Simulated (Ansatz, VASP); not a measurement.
**C in VASP and in Ansatz**

```xyz
2
Lattice="0.0000 1.9617 1.7834 1.9617 0.0000 1.7834 1.9617 1.9617 0.0000" Properties=species:S:1:pos:R:3 pbc="T T T"
C     1.9617    1.9617    1.7834
C     2.9426    2.9426    2.6751
```

Change from the starting cell: strain +0.1000 x Voigt [1, 1, 0, 0, 0, 0], atoms carried along.

Alike in both runs: task single point; functional LDA; k mesh 12 × 12 × 12; occupations gaussian, width 0.05 eV; no spin polarisation.

```csv
,VASP,Ansatz
version,VASP 6.6.1,Ansatz 0.2.0
potentials or method,"VASP PAW LDA potentials, release 64 (C), cutoff 520 eV","scalar-relativistic, plane waves, PAW"
valence electrons in the cell,8,8
```

VASP gave:

| Property | Result |
| --- | --- |
| gap on the k mesh at the Fermi level (eV) | 1.66 |
| least direct gap on the mesh (eV) | 3.63 |
| pressure (GPa) | -67.1 |
| traceless stress, the component that is largest in VASP (GPa) | 42.67 |

**Question.** Estimate Ansatz's values.

**Answer.** gap on the k mesh at the Fermi level (eV): 1.67; least direct gap on the mesh (eV): 3.64; pressure (GPa): -67.8; traceless stress, the component that is largest in VASP (GPa): 42.74.

LDA's correlation is that of Perdew and Zunger in VASP and of Perdew and Wang (1992) in Ansatz. Both programs put the cell under strong tension, so it lies far from rest at this level.

Noted on VASP's run: the cell as given lies far from equilibrium.
